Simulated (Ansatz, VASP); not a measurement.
Al in VASP and in Ansatz

Contents of INCAR:

```
PREC = Accurate ; ENCUT = 600
EDIFF = 1E-6 ; ISMEAR = 0
SIGMA = 0.1 ; LREAL = F
LASPH = T ; NELM = 100
ALGO = Fast ; ISIF = 3
LWAVE = F ; LCHARG = F
GGA = PE ; IBRION = 2
NSW = 100 ; EDIFFG = -0.01
```

File KPOINTS:

```
regular mesh
0
Gamma
  22 22 20
```

The input POSCAR:

```
Al
1.0
    1.3702131394     -2.4383382031      0.0000000000
    1.3702131394      2.4383382031      0.0000000000
    0.0000000000      0.0000000000      2.8030355428
Al
1
Direct
    0.0000000000      0.0000000000      0.5000000000
```

Input for Ansatz:

```yaml
crystal:
  lattice:
    - [1.3702131394, -2.4383382031, 0.0]
    - [1.3702131394, 2.4383382031, 0.0]
    - [0.0, 0.0, 2.8030355428]
  atoms:
    - { symbol: Al, position: [0.0, 0.0, 0.5] }
basis:
  ecutwfc: 420
kpoints:
  mp_grid: { grid: [22, 22, 20] }
hamiltonian:
  xc: pbe
scf:
  occupations: { method: gaussian, width: 0.1 }
output:
  forces: true
  stress: true
  eigenvalues: true
  write_density: true
  write_potential: true
  elf: true
  volumetric_format: npy
relax:
  adjacent_minimum: "off"
  f_tol: 0.01
  max_steps: 80
  cell: { stress_tol: 0.05 }
```

Alike in both runs: task relaxation of cell and atoms; functional PBE; k mesh 22 × 22 × 20; occupations gaussian, width 0.1 eV; no spin polarisation.

|  | VASP | Ansatz |
| --- | --- | --- |
| version | VASP 6.6.1 | Ansatz 0.2.0 |
| potentials or method | VASP PAW PBE potentials, release 64 (Al), cutoff 600 eV | scalar-relativistic, plane waves, PAW |
| valence electrons in the cell | 3 | 3 |

Ansatz gave:

* gap on the k mesh at the Fermi level, each at its own relaxed structure (eV): none
* relaxed volume (Å³/atom): 18.78
* relaxed cell length with the largest relative difference (Å): 2.804

Task: Estimate VASP's values.

Result: gap on the k mesh at the Fermi level, each at its own relaxed structure (eV): none; relaxed volume (Å³/atom): 18.77; relaxed cell length with the largest relative difference (Å): 2.802.

A gap of «none» marks a metal or a gap that the smearing closes.
